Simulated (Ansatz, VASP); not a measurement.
KF in VASP and in Ansatz

Contents of INCAR:

```
PREC     = Accurate       # precision mode
ENCUT    = 520            # plane-wave cutoff, eV
EDIFF    = 1E-6           # SCF threshold, eV
ISMEAR   = -1             # smearing method
SIGMA    = 0.02           # smearing width, eV
LREAL    = False          # projectors in reciprocal space
LASPH    = True           # aspherical terms in the spheres
NELM     = 60             # most SCF steps
ALGO     = Normal         # electronic algorithm
ISIF     = 2              # what is computed and relaxed
LWAVE    = False          # write WAVECAR
LCHARG   = True           # write CHGCAR
GGA      = PE             # functional
LELF     = True           # ELF
LVHAR    = True         
NBANDS   = 15             # bands
```

The input KPOINTS:

```
Automatic mesh
0
Gamma
  8 8 8
```

File POSCAR:

```
KF
1.0
    0.0000000000      2.9354014290      3.0613301503
    2.9354014290      0.0000000000      3.0613301503
    2.9354014290      2.9354014290      0.0000000000
K F
1 1
Direct
    0.0000000000      0.0000000000      0.0000000000
    0.2500000000      0.2500000000      0.2500000000
```

Input for Ansatz:

```yaml
crystal:
  lattice:
    - [0.0, 2.935401429, 3.0613301503]
    - [2.935401429, 0.0, 3.0613301503]
    - [2.935401429, 2.935401429, 0.0]
  atoms:
    - { symbol: K, position: [0.0, 0.0, 0.0] }
    - { symbol: F, position: [0.25, 0.25, 0.25] }
kpoints:
  mp_grid: { grid: [8, 8, 8] }
  band_path:
    path:
      - [0.0, 0.0, 0.0]
      - [-0.5, -0.5, 0.0]
      - [-0.375, -0.375, 0.25]
      - [-0.375, 0.0, 0.375]
      - [0.0, 0.0, 0.5]
      - [-0.5, -0.25, 0.25]
    npoints: 1
hamiltonian:
  xc: pbe
scf:
  occupations: { method: fermi_dirac, width: 0.02 }
  n_extra_bands: 4
output:
  forces: true
  stress: true
  eigenvalues: true
```

Change from the starting cell: uniaxial_z strain +4.3%.

Alike in both runs: task single point; functional PBE; k mesh 8 × 8 × 8; occupations fermi-dirac, width 0.02 eV; no spin polarisation.

|  | VASP | Ansatz |
| --- | --- | --- |
| version | VASP 6.6.1 | Ansatz 0.2.0 |
| potentials or method | VASP PAW PBE potentials, release 64 (K_sv, F) | plane waves, PAW |
| plane-wave cutoff (eV) | 520 | 420 |
| valence electrons in the cell | 16 | 16 |

```tsv
	VASP	Ansatz	Ansatz less VASP
gap on the k mesh at the Fermi level (eV)	5.04	5.05	+0.011
pressure (GPa)	0.0	0.0	0.00
traceless stress, the component that is largest in VASP (GPa)	-0.09	-0.10	-0.007
```
